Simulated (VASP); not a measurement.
Here is a VASP 6.6.1 calculation.

The input INCAR:

```
PREC = Accurate
ENCUT = 910
EDIFF = 1E-6
ISMEAR = -1
SIGMA = 0.15
LREAL = F
LASPH = T
NELM = 120
ALGO = Normal
ISIF = 2
LWAVE = F
LCHARG = F
NBANDS = 16
GGA_COMPAT = F
```

File KPOINTS:

```
Automatic mesh
0
Gamma
  15 15 12
```

The input POSCAR:

```
WC
1.0
    2.8849285921      0.0000000000      0.0000000000
   -1.4424642961      2.4984214489      0.0000000000
    0.0000000000      0.0000000000      2.8114881508
W C
1 1
Direct
    0.0000000000      0.0000000000      0.0000000000
    0.6666666667      0.3333333333      0.5000000000
```

Potentials or basis: VASP PAW LDA potentials, release 64 (W_sv, C_h).

Run with:

```bash
$ cat potpaw_LDA.64/W_sv/POTCAR potpaw_LDA.64/C_h/POTCAR > POTCAR
$ mpirun -np 1 vasp_std > vasp.out
```

Task: What does it give for the pressure?

Result: 2.5 GPa.

Task: Predict the band gap on the k mesh.

Result: Zero (band 9 reaches 12.26 eV, above the bottom of band 10 at 11.01 eV).

Stress tensor (GPa, compression positive):
```
2.33 0.00 0.00
0.00 2.33 0.00
0.00 0.00 2.76
```

Caveat: the cutoff is under 1.25 times the usual one of these potentials, so pressure, stress and relaxed cells hold a basis-set (Pulay) error; spin-orbit coupling is left out, which moves the levels of the heavy elements.
